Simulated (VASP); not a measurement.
# LiH (Fm-3m) in VASP: further runs

Aim: see how the results for LiH move with the level of theory and the settings. Levels: PBE, r2SCAN. Tasks: G0W0 quasiparticle levels.

Everything below comes from runs of VASP 6.6.1. Logs are shortened: lines on timing, memory, paths and dates and some standing lists are left out, and cuts for length are marked.

## Step 1: The cell of the first run

Symmetry: Fm-3m, No. 225, cubic system. Conventional cell: a = 4.007 Å, b = 4.007 Å, c = 4.007 Å, α = 90.00°, β = 90.00°, γ = 90.00°. Within 2.7 Å of Li (site symmetry m-3m) lie 6 H at 2.00 Å. Within 2.7 Å of H (site symmetry m-3m) lie 6 Li at 2.00 Å.

## Step 2: G0W0 quasiparticle levels, PBE

POSCAR reads:

```
LiH
1.0
    0.0000000000      2.0035500380      2.0035500380
    2.0035500380      0.0000000000      2.0035500380
    2.0035500380      2.0035500380      0.0000000000
Li H
1 1
Direct
    0.0000000000      0.0000000000      0.0000000000
    0.5000000000      0.5000000000      0.5000000000
```

INCAR.step1 reads:

```
SYSTEM = LiH
PREC = Accurate
ENCUT = 500
EDIFF = 1E-8
ISMEAR = 0
SIGMA = 0.01
LREAL = .False.
LASPH = .True.
NELM = 60
ALGO = Normal
LWAVE = .True.
LCHARG = .False.
GGA = PE
```

INCAR.step2 reads:

```
SYSTEM = LiH
PREC = Accurate
ENCUT = 500
EDIFF = 1E-8
ISMEAR = 0
SIGMA = 0.01
LREAL = .False.
LASPH = .True.
NELM = 1
ALGO = Exact
LWAVE = .True.
LCHARG = .False.
GGA = PE
NBANDS = 120
LOPTICS = .True.
ISTART = 1
```

INCAR.step3 reads:

```
SYSTEM = LiH
PREC = Accurate
ENCUT = 500
EDIFF = 1E-8
ISMEAR = 0
SIGMA = 0.01
LREAL = .False.
LASPH = .True.
ALGO = EVGW0
LWAVE = .False.
LCHARG = .False.
GGA = PE
NELMGW = 1
NBANDS = 120
ENCUTGW = 200
NOMEGA = 48
PRECFOCK = Fast
ISTART = 1
NBANDSGW = 9
```

KPOINTS reads:

```
regular mesh
0
Gamma
  8 8 8
  0 0 0
```

Potentials or basis: VASP PAW PBE potentials, release 64 (Li_GW, H_GW).

On the command line:

```bash
> cat potpaw_PBE.64/Li_GW/POTCAR potpaw_PBE.64/H_GW/POTCAR > POTCAR
> cp INCAR.step1 INCAR
> mpirun -np 1 vasp_std > vasp.out
> cp INCAR.step2 INCAR
> mpirun -np 1 vasp_std > vasp.out
> cp INCAR.step3 INCAR
> mpirun -np 1 vasp_std > vasp.out
```

OUTCAR:

```text
SYSTEM = LiH
   PREC = Accurate
   ENCUT = 500
   EDIFF = 1E-8
   ISMEAR = 0
   LREAL = .False.
   LASPH = .True.
   GGA = PE
   NELMGW = 1
   ENCUTGW = 200
   PRECFOCK = Fast
   ISTART = 1

 ion  position               nearest neighbor table
   1  0.000  0.000  0.000-   2 2.00   2 2.00   2 2.00   2 2.00   2 2.00   2 2.00
   2  0.500  0.500  0.500-   1 2.00   1 2.00   1 2.00   1 2.00   1 2.00   1 2.00

  LATTYP: Found a face centered cubic cell.
 ALAT       =     4.0071000760

  Lattice vectors:

 A1 = (   0.0000000000,   2.0035500380,   2.0035500380)
 A2 = (   2.0035500380,   0.0000000000,   2.0035500380)
 A3 = (   2.0035500380,   2.0035500380,   0.0000000000)

Analysis of symmetry for initial positions (statically):
=====================================================================
 Subroutine PRICEL returns:
 Original cell was already a primitive cell.

 Routine SETGRP: Setting up the symmetry group for a
 face centered cubic supercell.

 Subroutine GETGRP returns: Found 48 space group operations
 (whereof 48 operations were pure point group operations)
 out of a pool of 48 trial point group operations.

The static configuration has the point symmetry O_h .

Analysis of symmetry for dynamics (positions and initial velocities):
=====================================================================
 Subroutine PRICEL returns:
 Original cell was already a primitive cell.

 Routine SETGRP: Setting up the symmetry group for a
 face centered cubic supercell.

 Subroutine GETGRP returns: Found 48 space group operations
 (whereof 48 operations were pure point group operations)
 out of a pool of 48 trial point group operations.

The dynamic configuration has the point symmetry O_h .

 Subroutine INISYM returns: Found 48 space group operations
 (whereof 48 operations are pure point group operations),
 and found     1 'primitive' translations

[... 77 lines left out ...]
   number of dos      NEDOS =    301   number of ions     NIONS =      2
   total plane-waves  NPLWV =  13824
   dimension x,y,z NGX =    24 NGY =   24 NGZ =   24
   dimension x,y,z NGXF=    48 NGYF=   48 NGZF=   48
   ions per type =               1   1
   NGX,Y,Z   is equivalent  to a cutoff of  14.08, 14.08, 14.08 a.u.
   NGXF,Y,Z  is equivalent  to a cutoff of  28.16, 28.16, 28.16 a.u.
 SYSTEM =  LiH
   PREC   = accura    normal or accurate (medium, high low for compatibility)
   ISTART =      1    job   : 0-new  1-cont  2-samecut
   ICHARG =      0    charge: 1-file 2-atom 10-const
   ISPIN  =      1    spin polarized calculation?
   LNONCOLLINEAR =      F non collinear calculations
   LSORBIT =      F    spin-orbit coupling
   LASPH  =      T    aspherical Exc in radial PAW
   ENCUT  =  500.0 eV  36.75 Ry    6.06 a.u.   5.17  5.17  5.17*2*pi/ulx,y,z
   NELM   =     60;   NELMIN=  2; NELMDL=  0     # of ELM steps
   EDIFF  = 0.1E-07   stopping-criterion for ELM
   LREAL  =      F    real-space projection
   EDIFFG = 0.1E-06   stopping-criterion for IOM
   NSW    =      0    number of steps for IOM
   IBRION =     -1    ionic relax: 0-MD 1-quasi-New 2-CG
   NFREE  =      0    steps in history (QN), initial steepest desc. (CG)
   ISIF   =      0    stress and relaxation
   ISYM   =      3    0-nonsym 1-usesym 2-fastsym
   POTIM  = 0.5000    time-step for ionic-motion
   TEBEG  =    0.0;   TEEND  =   0.0 temperature during run
   PSTRESS=    0.0 pullay stress
   NELECT =       2.0000    total number of electrons
   NUPDOWN=      -1.0000    fix difference up-down
   EMIN   =  10.00;   EMAX   =-10.00  energy-range for DOS
   EFERMI =   0.00;   METHOD = LEGACY
   ISMEAR =     0;   SIGMA  =   0.01  broadening in eV -4-tet -1-fermi 0-gaus
   EFERMI_NEDOS =   21; number of points for ismear=-14 and -15
   IALGO  =     38    algorithm
   IMIX   =      4    mixing-type and parameters
     AMIX     =   0.40;   BMIX     =  1.00
     AMIX_MAG =   1.60;   BMIX_MAG =  1.00
  volume/ion in A,a.u.               =       8.04        54.27
  Fermi-wavevector in a.u.,A,eV,Ry     =   0.817099  1.544093  9.083939  0.667651
  Thomas-Fermi vector in A             =   1.927486
   LORBIT       =      0    0 simple, 1 ext, 2 COOP (PROOUT), +10 PAW based schemes
   GGA     = PE    functional components
   LHFCALC =     T    Hartree Fock is set to
   PRECFOCK=fast      Normal, Fast or Accurate (Low or Medium for compatibility)
   ENCUT4O =  -1.0   cutoff for four orbital integrals eV
   NKREDX  =     1    reduce k-point grid by
   NKREDY  =     1    reduce k-point grid by
   NKREDZ  =     1    reduce k-point grid by
   AEXX    =    1.0000 exact exchange contribution
   HFSCREEN=    0.0000 screening length (either q_TF or 0.3 A-1)
   HFSCREENC=   0.0000 screening length for correlation (either q_TF or 0.3 A-1)
   ENCUTFOCK=  -1.0 apply spherical cutoff to Coloumb kernel
   IVDW    =     0    specifies the selected vdW correction
   LEPSILON=     F    determine dielectric tensor
   LRPA    =     F    only Hartree local field effects (RPA)
   LRPAFORCE           =     F    calculate RPA forces
   ENCUTGW             = 200.0    cutoff for response function in eV
   ENCUTGWSOFT         = 160.0    soft cutoff for Coulomb kernel in GW response function in eV
   ENCUTLF             =  -1.0    cutoff for local field effects
   NELMGW              =     1    number of iterations in solving QP/BSE equation
   NELMHF              =     1    number of iterations in the inner HF iteration
   NKREDLFX            =     1    NKREDLFY  =   1   NKREDLFZ  =   1
 non-spin polarized calculation
 Gauss-broadening in eV      SIGMA  =   0.01
  energy-cutoff  :      500.00
  volume of cell :       16.09
 maximum number of plane-waves:       419
 NGX is ok and might be reduce to    24
  NGX = 14; NGY = 14; NGZ = 14
   NGX = 11   NGY = 11   NGZ = 11
 maximum number of plane-waves:       113

 QP shifts <psi_nk| G(iteration)W_0 |psi_nk>: iteration 1
 for sc-GW calculations column KS-energies equals QP-energies in previous step
 and V_xc(KS)=  KS-energies - (<T + V_ion + V_H > + <T+V_H+V_ion>^1  + <V_x>^1)

 k-point   1 :       0.0000    0.0000    0.0000
  band No.  KS-energies  QP-energies   sigma(KS)   V_xc(KS)     V^pw_x(r,r')   Z            occupation Imag(sigma)

      1      -8.1225      -9.6535     -11.6389      -9.3447     -15.1877       0.6673       2.0000       0.2147
      2      13.4468      13.9636     -10.5548     -11.2924      -4.1554       0.7006       0.0000      -0.9660
      3      15.2546      16.2754      -6.5975      -7.9586      -1.3783       0.7499       0.0000      -0.5639
      4      15.2546      16.2754      -6.5975      -7.9586      -1.3783       0.7499       0.0000      -0.5639
      5      15.2546      16.2754      -6.5975      -7.9586      -1.3783       0.7499       0.0000      -0.5639
      6      19.9785      20.4364      -6.7669      -7.2604      -1.1017       0.9278       0.0000      -2.1709
      7      19.9785      20.4364      -6.7669      -7.2604      -1.1017       0.9278       0.0000      -2.1709
      8      19.9785      20.4364      -6.7669      -7.2604      -1.1017       0.9278       0.0000      -2.1709
      9      21.6237      22.2297      -6.0604      -6.7656      -0.8195       0.8592       0.0000      -1.8671
[... 290 lines left out ...]
      1      -4.3719      -5.8070     -12.2263     -10.2837     -14.1566       0.7387       2.0000       0.0669
      2       2.4216       3.0134      -6.7133      -7.4695      -3.0145       0.7826       0.0000      -0.1005
      3       6.2035       6.8280      -7.6526      -8.4927      -3.1912       0.7433       0.0000      -0.1747
      4      10.6503      11.2859      -6.8222      -7.6731      -1.7892       0.7470       0.0000      -0.4337
      5      13.7903      14.5582      -7.1723      -8.2154      -1.6506       0.7361       0.0000      -0.7081
      6      20.4598      21.2207      -7.0614      -7.9493      -1.4748       0.8569       0.0000      -1.8613
      7      23.5129      24.5127      -7.1738      -8.3425      -1.3960       0.8554       0.0000      -2.1950
      8      24.7281      25.9990      -6.1910      -7.6506      -0.8850       0.8707       0.0000      -1.9296
      9      25.9738      27.4845      -6.4819      -8.1605      -1.3117       0.9000       0.0000      -2.1534

 [... further k-points ...]
```

OUTCAR.step1:

```text
SYSTEM = LiH
   PREC = Accurate
   ENCUT = 500
   EDIFF = 1E-8
   ISMEAR = 0
   LREAL = .False.
   LASPH = .True.
[... 413 lines left out ...]
      0.00000      0.00000      0.00000         0.000000      0.000000     -0.000000
      2.00355      2.00355      2.00355        -0.000000     -0.000000      0.000000
 -----------------------------------------------------------------------------------
    total drift:                               -0.000000     -0.000000      0.000000

  FREE ENERGIE OF THE ION-ELECTRON SYSTEM (eV)
  ---------------------------------------------------
  free  energy   TOTEN  =        -6.1148612496 eV

  energy  without entropy=       -6.1148612496  energy(sigma->0) =       -6.11486125
```

Wall time 29 min (1 thread of Intel Xeon 8259CL, shared host); peak memory 0.85 GiB.

Results:

* Quasiparticle gap: 5.01 eV
* Least direct quasiparticle gap: 5.01 eV
* Band gap of the starting levels on the mesh: 2.98 eV
* Least direct gap of the starting levels on the mesh: 2.98 eV

Caveat: bands, screening cutoff and mesh are small and nothing is extrapolated, so the quasiparticle values aren't converged.

## Step 3: G0W0 quasiparticle levels, r2SCAN

POSCAR is that of step 2.

INCAR.step1 reads:

```
ALGO = Normal
EDIFF = 1E-8
ENCUT = 500
ISMEAR = 0
LASPH = True
LCHARG = False
LMIXTAU = True
LREAL = False
LWAVE = True
METAGGA = R2SCAN
NELM = 60
PREC = Accurate
SIGMA = 0.01
```

INCAR.step2 reads:

```
ALGO = Exact
EDIFF = 1E-8
ENCUT = 500
ISMEAR = 0
ISTART = 1
LASPH = True
LCHARG = False
LMIXTAU = True
LOPTICS = True
LREAL = False
LWAVE = True
METAGGA = R2SCAN
NBANDS = 120
NELM = 1
PREC = Accurate
SIGMA = 0.01
```

INCAR.step3 reads:

```
ALGO = EVGW0
EDIFF = 1E-8
ENCUT = 500
ENCUTGW = 200
ISMEAR = 0
ISTART = 1
LASPH = True
LCHARG = False
LMIXTAU = True
LREAL = False
LWAVE = False
METAGGA = R2SCAN
NBANDS = 120
NBANDSGW = 9
NELMGW = 1
NOMEGA = 48
PREC = Accurate
PRECFOCK = Fast
SIGMA = 0.01
```

KPOINTS reads:

```
k-points
0
Gamma
  8 8 8
```

Potentials or basis: VASP PAW PBE potentials, release 64 (Li_GW, H_GW).

On the command line:

```bash
> cat potpaw_PBE.64/Li_GW/POTCAR potpaw_PBE.64/H_GW/POTCAR > POTCAR
> cp INCAR.step1 INCAR
> mpirun -np 1 vasp_std > vasp.out
> cp INCAR.step2 INCAR
> mpirun -np 1 vasp_std > vasp.out
> cp INCAR.step3 INCAR
> mpirun -np 1 vasp_std > vasp.out
```

OUTCAR:

```text
EDIFF = 1E-8
   ENCUT = 500
   ENCUTGW = 200
   ISMEAR = 0
   ISTART = 1
   LASPH = True
   LREAL = False
   METAGGA = R2SCAN
   NELMGW = 1
   PREC = Accurate
   PRECFOCK = Fast

 ion  position               nearest neighbor table
   1  0.000  0.000  0.000-   2 2.00   2 2.00   2 2.00   2 2.00   2 2.00   2 2.00
   2  0.500  0.500  0.500-   1 2.00   1 2.00   1 2.00   1 2.00   1 2.00   1 2.00

  LATTYP: Found a face centered cubic cell.
 ALAT       =     4.0071000760

  Lattice vectors:

 A1 = (   0.0000000000,   2.0035500380,   2.0035500380)
 A2 = (   2.0035500380,   0.0000000000,   2.0035500380)
 A3 = (   2.0035500380,   2.0035500380,   0.0000000000)

Analysis of symmetry for initial positions (statically):
=====================================================================
 Subroutine PRICEL returns:
 Original cell was already a primitive cell.

 Routine SETGRP: Setting up the symmetry group for a
 face centered cubic supercell.

 Subroutine GETGRP returns: Found 48 space group operations
 (whereof 48 operations were pure point group operations)
 out of a pool of 48 trial point group operations.

The static configuration has the point symmetry O_h .

Analysis of symmetry for dynamics (positions and initial velocities):
=====================================================================
 Subroutine PRICEL returns:
 Original cell was already a primitive cell.

 Routine SETGRP: Setting up the symmetry group for a
 face centered cubic supercell.

 Subroutine GETGRP returns: Found 48 space group operations
 (whereof 48 operations were pure point group operations)
 out of a pool of 48 trial point group operations.

[... 107 lines left out ...]
   ISYM   =      3    0-nonsym 1-usesym 2-fastsym
   POTIM  = 0.5000    time-step for ionic-motion
   TEBEG  =    0.0;   TEEND  =   0.0 temperature during run
   PSTRESS=    0.0 pullay stress
   NELECT =       2.0000    total number of electrons
   NUPDOWN=      -1.0000    fix difference up-down
   EMIN   =  10.00;   EMAX   =-10.00  energy-range for DOS
   EFERMI =   0.00;   METHOD = LEGACY
   ISMEAR =     0;   SIGMA  =   0.01  broadening in eV -4-tet -1-fermi 0-gaus
   EFERMI_NEDOS =   21; number of points for ismear=-14 and -15
   IALGO  =     38    algorithm
   IMIX   =      4    mixing-type and parameters
     AMIX     =   0.40;   BMIX     =  1.00
     AMIX_MAG =   1.60;   BMIX_MAG =  1.00
  volume/ion in A,a.u.               =       8.04        54.27
  Fermi-wavevector in a.u.,A,eV,Ry     =   0.817099  1.544093  9.083939  0.667651
  Thomas-Fermi vector in A             =   1.927486
   LORBIT       =      0    0 simple, 1 ext, 2 COOP (PROOUT), +10 PAW based schemes
   METAGGA = R2SCAN    functional components
   LHFCALC =     T    Hartree Fock is set to
   PRECFOCK=fast      Normal, Fast or Accurate (Low or Medium for compatibility)
   ENCUT4O =  -1.0   cutoff for four orbital integrals eV
   NKREDX  =     1    reduce k-point grid by
   NKREDY  =     1    reduce k-point grid by
   NKREDZ  =     1    reduce k-point grid by
   AEXX    =    1.0000 exact exchange contribution
   HFSCREEN=    0.0000 screening length (either q_TF or 0.3 A-1)
   HFSCREENC=   0.0000 screening length for correlation (either q_TF or 0.3 A-1)
   ENCUTFOCK=  -1.0 apply spherical cutoff to Coloumb kernel
   IVDW    =     0    specifies the selected vdW correction
   LEPSILON=     F    determine dielectric tensor
   LRPA    =     F    only Hartree local field effects (RPA)
   LRPAFORCE           =     F    calculate RPA forces
   ENCUTGW             = 200.0    cutoff for response function in eV
   ENCUTGWSOFT         = 160.0    soft cutoff for Coulomb kernel in GW response function in eV
   ENCUTLF             =  -1.0    cutoff for local field effects
   NELMGW              =     1    number of iterations in solving QP/BSE equation
   NELMHF              =     1    number of iterations in the inner HF iteration
   NKREDLFX            =     1    NKREDLFY  =   1   NKREDLFZ  =   1
 non-spin polarized calculation
 Gauss-broadening in eV      SIGMA  =   0.01
  energy-cutoff  :      500.00
  volume of cell :       16.09
 maximum number of plane-waves:       419
 NGX is ok and might be reduce to    24
  NGX = 14; NGY = 14; NGZ = 14
   NGX = 11   NGY = 11   NGZ = 11
 maximum number of plane-waves:       113

 QP shifts <psi_nk| G(iteration)W_0 |psi_nk>: iteration 1
 for sc-GW calculations column KS-energies equals QP-energies in previous step
 and V_xc(KS)=  KS-energies - (<T + V_ion + V_H > + <T+V_H+V_ion>^1  + <V_x>^1)

 k-point   1 :       0.0000    0.0000    0.0000
  band No.  KS-energies  QP-energies   sigma(KS)   V_xc(KS)     V^pw_x(r,r')   Z            occupation Imag(sigma)

      1      -8.4945      -9.9676     -11.9645      -9.8376     -15.2832       0.6926       2.0000       0.1617
      2      14.5618      14.5744     -10.2462     -10.2633      -4.1650       0.7350       0.0000      -0.9339
      3      16.2208      16.7170      -6.4180      -7.0667      -1.4463       0.7650       0.0000      -0.5253
      4      16.2208      16.7170      -6.4180      -7.0667      -1.4463       0.7650       0.0000      -0.5253
      5      16.2208      16.7170      -6.4180      -7.0667      -1.4463       0.7650       0.0000      -0.5253
      6      21.0154      20.6871      -6.5705      -6.2170      -1.0841       0.9289       0.0000      -2.0513
      7      21.0154      20.6871      -6.5705      -6.2170      -1.0841       0.9289       0.0000      -2.0513
      8      21.0154      20.6871      -6.5705      -6.2170      -1.0841       0.9289       0.0000      -2.0513
      9      22.9490      22.5936      -5.8129      -5.4043      -0.7833       0.8697       0.0000      -1.7493
[... 290 lines left out ...]
      1      -4.6264      -6.0134     -12.5328     -10.7122     -14.3756       0.7618       2.0000       0.0458
      2       2.7946       3.2836      -6.5008      -7.1114      -2.9657       0.8008       0.0000      -0.0911
      3       6.7326       7.1772      -7.3508      -7.9330      -3.1160       0.7637       0.0000      -0.1444
      4      11.3668      11.6562      -6.6135      -6.9926      -1.8181       0.7633       0.0000      -0.3866
      5      14.9066      15.0433      -6.9094      -7.0891      -1.6351       0.7607       0.0000      -0.6840
      6      21.4189      21.5573      -6.8367      -6.9970      -1.4654       0.8632       0.0000      -1.7167
      7      24.7750      24.9436      -6.9924      -7.1878      -1.4430       0.8628       0.0000      -2.0205
      8      26.0671      26.3475      -5.9379      -6.2579      -0.8529       0.8760       0.0000      -1.7943
      9      27.1394      27.7555      -6.2416      -6.9253      -1.2641       0.9013       0.0000      -2.0284

 [... further k-points ...]
```

OUTCAR.step1:

```text
EDIFF = 1E-8
   ENCUT = 500
   ISMEAR = 0
   LASPH = True
   LREAL = False
[... 414 lines left out ...]
      0.00000      0.00000      0.00000         0.000000      0.000000      0.000000
      2.00355      2.00355      2.00355        -0.000000     -0.000000     -0.000000
 -----------------------------------------------------------------------------------
    total drift:                               -0.000000     -0.000000      0.000000

  FREE ENERGIE OF THE ION-ELECTRON SYSTEM (eV)
  ---------------------------------------------------
  free  energy   TOTEN  =        -6.7283264866 eV

  energy  without entropy=       -6.7283264866  energy(sigma->0) =       -6.72832649
```

OUTCAR.step2:

```text
EDIFF = 1E-8
   ENCUT = 500
   ISMEAR = 0
   ISTART = 1
[... 941 lines left out ...]
  --------------------------------------------------------------------------------------------------------------
     0.00000     3.81014     3.81014     3.81014    -0.00000     0.00000     0.00000
     2.90139     4.92530     4.92530     4.92530    -0.00000     0.00000     0.00000
     5.80279     3.64213     3.64213     3.64213     0.00000     0.00000     0.00000
     8.70418    -2.71550    -2.71550    -2.71550     0.00000     0.00000     0.00000
    11.60557    -1.45306    -1.45306    -1.45306    -0.00000     0.00000    -0.00000
    14.50697     0.14186     0.14186     0.14186     0.00000     0.00000    -0.00000
[... 92 lines left out ...]
   284.33653     0.99771     0.99771     0.99771     0.00000     0.00000    -0.00000
   287.23793     0.99776     0.99776     0.99776     0.00000     0.00000    -0.00000
```

It took 52 min on 1 thread of AMD EPYC 7R13, shared host; peak memory 0.83 GiB.

Results:

```
Quasiparticle gap                                   : 5.45 eV
Least direct quasiparticle gap                      : 5.45 eV
Band gap of the starting levels on the mesh         : 3.62 eV
Least direct gap of the starting levels on the mesh : 3.62 eV
```

Caveat: bands, screening cutoff and mesh are small and nothing is extrapolated, so the quasiparticle values aren't converged.
